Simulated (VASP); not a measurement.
Input of a VASP 6.6.1 run:

INCAR

```
SYSTEM = Bi
PREC     = Accurate       ! precision mode
ENCUT    = 520            ! plane-wave cutoff, eV
EDIFF    = 1E-7           ! SCF threshold, eV
ISMEAR   = -1             ! smearing method
SIGMA    = 0.05           ! smearing width, eV
LREAL    = .False.        ! projectors in reciprocal space
LASPH    = .True.         ! aspherical terms in the spheres
NELM     = 80             ! most SCF steps
ALGO     = Normal         ! electronic algorithm
ISIF     = 2              ! what is computed and relaxed
LWAVE    = .False.        ! write WAVECAR
LCHARG   = .False.        ! write CHGCAR
GGA      = PS             ! functional
NBANDS   = 14             ! bands
```

The input KPOINTS:

```
Automatic mesh
0
Gamma
  9 9 9
  0 0 0
```

POSCAR

```
Bi
1.0
   -1.9585853089      1.9585853089      1.9585853089
    1.9585853089     -1.9585853089      1.9585853089
    1.9585853089      1.9585853089     -1.9585853089
Bi
1
Direct
    0.0000000000      0.0000000000      0.0000000000
```

Potentials or basis: VASP PAW PBE potentials, release 64 (Bi_d).

The run is started by

```bash
$ cat potpaw_PBE.64/Bi_d/POTCAR > POTCAR
$ mpirun -np 1 vasp_std > vasp.out
```

(1) Estimate the pressure.

## Answers

(1) -0.1 GPa.

Caveat: the PAW data sets were made with another functional, which shifts forces and pressure a little.
